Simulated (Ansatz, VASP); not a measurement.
Mg2SO in VASP and in Ansatz

POSCAR

```
Mg2SO
1.0
    3.8865374906      0.0000000000      0.0000000000
    0.0000000000      3.8865374906      0.0000000000
    0.0000000000      0.0000000000      4.1578326860
O Mg S
1 2 1
Direct
    0.0000000000      0.0000000000      0.0000000000
    0.0000000000      0.5000000000      0.8443524726
    0.5000000000      0.0000000000      0.1556475274
    0.5000000000      0.5000000000      0.5000000000
```

INCAR.step1

```
PREC = Accurate ; ENCUT = 520
ISMEAR = 0 ; SIGMA = 0.01
LREAL = False ; LASPH = True
NELM = 80 ; NBANDS = 16
GGA = PE ; ALGO = Normal
EDIFF = 1E-4 ; LWAVE = True
LCHARG = False
```

The input INCAR.step2:

```
PREC = Accurate ; ENCUT = 520
EDIFF = 1E-7 ; ISMEAR = 0
SIGMA = 0.01 ; LREAL = False
LASPH = True ; NELM = 80
ALGO = Normal ; ISIF = 2
LWAVE = False ; LCHARG = False
METAGGA = R2SCAN ; LMIXTAU = True
NBANDS = 16 ; ISTART = 1
```

File KPOINTS:

```
Automatic mesh
0
Gamma
  8 8 6
```

Input for Ansatz:

```yaml
crystal:
  lattice:
    - [3.8865374906, 0.0, 0.0]
    - [0.0, 3.8865374906, 0.0]
    - [0.0, 0.0, 4.157832686]
  atoms:
    - { symbol: O, position: [0.0, 0.0, 0.0] }
    - { symbol: Mg, position: [0.0, 0.5, 0.8443524726] }
    - { symbol: S, position: [0.5, 0.5, 0.5] }
    - { symbol: Mg, position: [0.5, 0.0, 0.1556475274] }
kpoints:
  mp_grid: { grid: [8, 8, 6] }
  band_path:
    path:
      - [0.0, 0.0, 0.0]
      - [0.0, 0.5, 0.0]
      - [0.5, 0.5, 0.0]
      - [0.0, 0.0, 0.5]
      - [0.0, 0.5, 0.5]
      - [0.5, 0.5, 0.5]
    npoints: 1
hamiltonian:
  xc: r2scan
scf:
  occupations: { method: fixed }
  n_extra_bands: 5
output:
  forces: true
  stress: true
  eigenvalues: true
```

Change from the starting cell: epitaxial_xy strain +5.8%.

Alike in both runs: task single point; functional r2SCAN; k mesh 8 × 8 × 6; no spin polarisation.

```csv
,VASP,Ansatz
version,VASP 6.6.1,Ansatz 0.2.0
potentials or method,"VASP PAW PBE potentials, release 64 (O, Mg, S)","plane waves, PAW"
plane-wave cutoff (eV),520,500
occupations,"gaussian, width 0.01 eV",fixed
valence electrons in the cell,16,32
```

Ansatz gave:

| Property | Result |
| --- | --- |
| gap on the k mesh at the Fermi level (eV) | 3.25 |
| pressure (GPa) | -0.3 |

**Question.** Estimate VASP's values.

**Answer.** gap on the k mesh at the Fermi level (eV): 3.22; pressure (GPa): -0.8.

VASP's potentials were made for PBE, not for r2SCAN. VASP's potentials hold 16 valence electrons a cell and Ansatz's 32, so a difference there can come from the potentials and not from the codes.
